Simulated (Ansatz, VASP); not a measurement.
# One calculation of InP, two programs

Contents of POSCAR:

```
InP
1.0
    0.0000000000      2.9305005221      2.9305005221
    2.9305005221      0.0000000000      2.9305005221
    2.9305005221      2.9305005221      0.0000000000
In P
1 1
Direct
    0.0000000000      0.0000000000      0.0000000000
    0.7500000000      0.7500000000      0.7500000000
```

The input INCAR.step1:

```
PREC = Accurate
ENCUT = 520
EDIFF = 1E-5
ISMEAR = 0
SIGMA = 0.05
LREAL = F
LASPH = T
NELM = 60
ALGO = Normal
ISIF = 2
LWAVE = T
LCHARG = F
NBANDS = 16
GGA = PE
```

INCAR.step2

```
PREC = Accurate
ENCUT = 520
EDIFF = 1E-6
ISMEAR = 0
SIGMA = 0.05
LREAL = F
LASPH = T
NELM = 60
ALGO = Normal
ISIF = 2
LWAVE = F
LCHARG = F
GGA = PE
LHFCALC = T
AEXX = 0.25
HFSCREEN = 0.1
PRECFOCK = Normal
NBANDS = 16
ISTART = 1
```

KPOINTS

```
regular mesh
0
Gamma
  4 4 4
```

Input for Ansatz:

```yaml
crystal:
  lattice:
    - [0.0, 2.9305005221, 2.9305005221]
    - [2.9305005221, 0.0, 2.9305005221]
    - [2.9305005221, 2.9305005221, 0.0]
  atoms:
    - { symbol: In, position: [0.0, 0.0, 0.0] }
    - { symbol: P, position: [0.75, 0.75, 0.75] }
basis:
  ecutwfc: 420
  ecutrho_ratio: 4
kpoints:
  mp_grid: { grid: [4, 4, 4] }
hamiltonian:
  xc: { preset: hse06, exx: { coeff: 0.25, omega: 0.1 } }
scf:
  occupations: { method: gaussian, width: 0.05 }
  n_extra_bands: 9
output:
  forces: true
  stress: true
  eigenvalues: true
  populations: true
  dos: { projected: true, de: 0.02 }
  write_density: true
  write_potential: true
  elf: true
  volumetric_format: npy
```

Alike in both runs: task single point; functional PBE-based screened hybrid; k mesh 4 × 4 × 4; occupations gaussian, width 0.05 eV; no spin polarisation.

|  | VASP | Ansatz |
| --- | --- | --- |
| version | VASP 6.6.1 | Ansatz 0.2.0 |
| potentials or method | VASP PAW PBE potentials, release 64 (In_d, P), cutoff 520 eV | scalar-relativistic, plane waves, PAW |
| valence electrons in the cell | 18 | 18 |

Ansatz gave:

- gap on the k mesh at the Fermi level (eV): 1.84
- least direct gap on the mesh (eV): 1.84
- pressure (GPa): 1.5

Task: Estimate VASP's values.

Result: gap on the k mesh at the Fermi level (eV): 1.86; least direct gap on the mesh (eV): 1.86; pressure (GPa): 1.3.

VASP's potentials were made for PBE, not for PBE-based screened hybrid. Ansatz's warnings: stress exchange threshold loose, stress scf threshold loose.

The k mesh is coarse, so the values compare programs but aren't converged.
